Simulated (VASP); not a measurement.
Crystal: NaF.

```
Na F
1.0
     0.00000    2.32000    2.32000
     2.32000    0.00000    2.32000
     2.32000    2.32000    0.00000
Na F
1 1
Cartesian
  0.0000 0.0000 0.0000
  2.3200 2.3200 2.3200
```

| Item | Value |
| --- | --- |
| Program | VASP 6.6.1 |
| Task | relaxation of cell and atoms |
| Functional | PBE |
| Potentials or basis | VASP PAW PBE potentials, release 64 (Na_pv, F) |
| Cutoff | 600 eV |
| k mesh | 10 × 10 × 10 |
| Occupations | fermi-dirac, width 0.02 eV |
| Spin | no spin polarisation |

At the start: pressure 1.7 GPa; volume 12.49 Å³/atom.

Task: How do energy, volume and symmetry change on relaxing?

Result: Over 3 steps the energy falls by 2.3 meV/atom and the volume is 12.95 Å³/atom (+3.7 %); space group Fm-3m (No. 225, to 0.1 Å) before and after.

The path:
```csv
step,energy change (eV),largest force (eV/Å),pressure (GPa),volume (Å³)
1,0.0000,0.0000,1.71,24.97
2,-0.0037,0.0000,0.74,25.46
3,-0.0046,0.0000,-0.07,25.91
```

Final structure:
```xyz
2
Lattice="0.0000 2.3485 2.3485 2.3485 0.0000 2.3485 2.3485 2.3485 0.0000" Properties=species:S:1:pos:R:3 pbc="T T T"
Na    0.0000    0.0000    0.0000
F     2.3485    2.3485    2.3485
```
